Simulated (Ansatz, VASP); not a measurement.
## Two plane-wave programs on WC

```
W C
1.0
     2.90741    0.00000    0.00000
    -1.45371    2.51789    0.00000
     0.00000    0.00000    2.78534
W C
1 1
Direct
  0.00000 0.00000 0.00000
  0.66667 0.33333 0.50000
```

Alike in both runs: task single point; functional PBEsol; k mesh 24 × 24 × 18; occupations gaussian, width 0.1 eV; no spin polarisation.

|  | VASP | Ansatz |
| --- | --- | --- |
| version | VASP 6.6.1 | Ansatz 0.2.0 |
| potentials or method | VASP PAW PBE potentials, release 64 (W_sv, C), cutoff 600 eV | scalar-relativistic, plane waves, PAW |
| valence electrons in the cell | 18 | 18 |

```tsv
	VASP	Ansatz	Ansatz less VASP
gap on the k mesh at the Fermi level (eV)	none	none	-
pressure (GPa)	5.9	4.6	-1.27
traceless stress, the component that is largest in VASP (GPa)	9.56	9.30	-0.261
```

VASP's potentials were made for PBE, not for PBEsol. A gap of «none» marks a metal or a gap that the smearing closes.

Spin-orbit coupling is off throughout.
